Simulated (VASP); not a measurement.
Input of a VASP 6.6.1 run:

INCAR

```
SYSTEM = BN
PREC     = Accurate       ! precision mode
ENCUT    = 520            ! plane-wave cutoff, eV
EDIFF    = 1E-6           ! SCF threshold, eV
ISMEAR   = -1             ! smearing method
SIGMA    = 0.08           ! smearing width, eV
LREAL    = .FALSE.        ! projectors in reciprocal space
LASPH    = .TRUE.         ! aspherical terms in the spheres
NELM     = 60             ! most SCF steps
ALGO     = Normal         ! electronic algorithm
ISIF     = 2              ! what is computed and relaxed
LWAVE    = .FALSE.        ! write WAVECAR
LCHARG   = .FALSE.        ! write CHGCAR
GGA      = PS             ! functional
NBANDS   = 11             ! bands
```

The input KPOINTS:

```
Automatic mesh
0
G
  17 17 17
  0 0 0
```

POSCAR

```
BN
1.0
    0.0000000000      1.7276177422      1.7276177422
    1.7276177422      0.0000000000      1.7276177422
    1.7276177422      1.7276177422      0.0000000000
B N
1 1
Direct
    0.0000000000      0.0000000000      0.0000000000
    0.2500000000      0.2500000000      0.2500000000
```

Potentials or basis: VASP PAW PBE potentials, release 64 (B, N).

Launch:

```bash
$ cat potpaw_PBE.64/B/POTCAR potpaw_PBE.64/N/POTCAR > POTCAR
$ mpirun -np 1 vasp_std > vasp.out
```

(1) What does it give for the band gap on the k mesh?

(2) Estimate the pressure.

## Answers

(1) 4.46 eV, indirect (least direct gap 9.40 eV).

(2) 63.3 GPa.

Caveat: the PAW data sets were made with another functional, which shifts forces and pressure a little.
